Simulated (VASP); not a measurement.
Wanted: the native input for a VASP 6.6.1 run.

```
Task                   : single point
Functional             : r2SCAN
Potentials or basis    : VASP PAW PBE potentials, release 64 (Ga_d, As)
Cutoff                 : 520 eV
k mesh                 : 15 × 15 × 15
Occupations            : fermi-dirac, width 0.1 eV
Spin                   : no spin polarisation
Dipole correction      : no
Further INCAR settings : ALGO = Normal; EDIFF = 1e-06; NBANDS = 16
```

Crystal: GaAs (rocksalt type).

```
CELL_PARAMETERS angstrom
0.00000 2.47400 2.47400
2.47400 0.00000 2.47400
2.47400 2.47400 0.00000
ATOMIC_POSITIONS crystal
Ga 0.00000 0.00000 0.00000
As 0.50000 0.50000 0.50000
```

This cell differs from its parent crystal: volume scaled by 0.8.

The input as run:

POSCAR

```
GaAs
1.0
    0.0000000000      2.4739965071      2.4739965071
    2.4739965071      0.0000000000      2.4739965071
    2.4739965071      2.4739965071      0.0000000000
Ga As
1 1
Direct
    0.0000000000      0.0000000000      0.0000000000
    0.5000000000      0.5000000000      0.5000000000
```

INCAR.step1

```
SYSTEM = GaAs
  PREC = Accurate
  ENCUT = 520
  ISMEAR = -1
  SIGMA = 0.1
  LREAL = .FALSE.
  LASPH = .TRUE.
  NELM = 80
  NBANDS = 16
  GGA = PE
  ALGO = Normal
  EDIFF = 1E-4
  LWAVE = .TRUE.
  LCHARG = .FALSE.
```

INCAR.step2

```
SYSTEM = GaAs
  PREC = Accurate
  ENCUT = 520
  EDIFF = 1E-6
  ISMEAR = -1
  SIGMA = 0.1
  LREAL = .FALSE.
  LASPH = .TRUE.
  NELM = 80
  ALGO = Normal
  ISIF = 2
  LWAVE = .FALSE.
  LCHARG = .TRUE.
  METAGGA = R2SCAN
  LMIXTAU = .TRUE.
  LELF = .TRUE.
  LVHAR = .TRUE.
  NBANDS = 16
  ISTART = 1
```

KPOINTS

```
Automatic mesh
0
G
  15 15 15
  0 0 0
```

Potentials or basis: VASP PAW PBE potentials, release 64 (Ga_d, As).

Command:

```bash
$ cat potpaw_PBE.64/Ga_d/POTCAR potpaw_PBE.64/As/POTCAR > POTCAR
$ cp INCAR.step1 INCAR
$ mpirun -np 1 vasp_std > vasp.out
$ cp INCAR.step2 INCAR
$ mpirun -np 1 vasp_std > vasp.out
```

Results of the run:

```
Pressure               : 31.0 GPa
Band gap on the k mesh : zero (band 9 reaches 8.84 eV, above the bottom of band 10 at 4.81 eV)
```

Caveat: the PAW data sets were made with another functional, which shifts forces and pressure a little.

It took 110 s on 1 thread of Intel(R) Xeon(R) 6975P-C (Granite Rapids), with other jobs on the host, peak memory 0.21 GiB.
